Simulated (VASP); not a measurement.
Input of a VASP 6.6.1 run:

Contents of INCAR:

```
SYSTEM = SrTiO3
  ALGO = Normal
  EDIFF = 1E-7
  EDIFFG = -0.02
  ENCUT = 520
  GGA = PE
  GGA_COMPAT = .FALSE.
  IBRION = 2
  ISIF = 2
  ISMEAR = -1
  LASPH = .TRUE.
  LCHARG = .FALSE.
  LREAL = .FALSE.
  LWAVE = .FALSE.
  NELM = 120
  NELMIN = 4
  NSW = 80
  PREC = Accurate
  SIGMA = 0.02
```

Contents of KPOINTS:

```
k-points
0
G
  8 8 8
  0 0 0
```

File POSCAR:

```
SrTiO3
1.0
    3.8787911566      0.0000000000      0.0000000000
    0.0000000000      3.8787911566      0.0000000000
    0.0000000000      0.0000000000      3.8787911566
Sr Ti O
1 1 3
Direct
    0.0000000000      0.0000000000      0.0000000000
    0.5000000000      0.5000000000      0.5000000000
    0.0000000000      0.5000000000      0.5000000000
    0.5000000000      0.0000000000      0.5000000000
    0.5000000000      0.5000000000      0.0000000000
```

Potentials or basis: VASP PAW PBE potentials, release 64 (Sr_sv, Ti_sv, O).

The run is started by

```console
$ cat potpaw_PBE.64/Sr_sv/POTCAR potpaw_PBE.64/Ti_sv/POTCAR potpaw_PBE.64/O/POTCAR > POTCAR
$ mpirun -np 1 vasp_std > vasp.out
```

What does it give for the band gap on the k mesh?

1.89 eV (least direct gap 2.24 eV).

Final structure:
```cif
data_structure
_symmetry_space_group_name_H-M 'P 1'
_symmetry_Int_Tables_number 1
_cell_length_a 3.8788
_cell_length_b 3.8788
_cell_length_c 3.8788
_cell_angle_alpha 90.000
_cell_angle_beta 90.000
_cell_angle_gamma 90.000
_cell_volume 58.36
loop_
_atom_site_label
_atom_site_type_symbol
_atom_site_fract_x
_atom_site_fract_y
_atom_site_fract_z
_atom_site_occupancy
Sr1 Sr 0.00000 0.00000 0.00000 1
Ti1 Ti 0.50000 0.50000 0.50000 1
O1 O 0.00000 0.50000 0.50000 1
O2 O 0.50000 0.00000 0.50000 1
O3 O 0.50000 0.50000 0.00000 1
```

Caveat: the relaxation stopped at its first step, so nothing moved. A k mesh can miss the band edges.
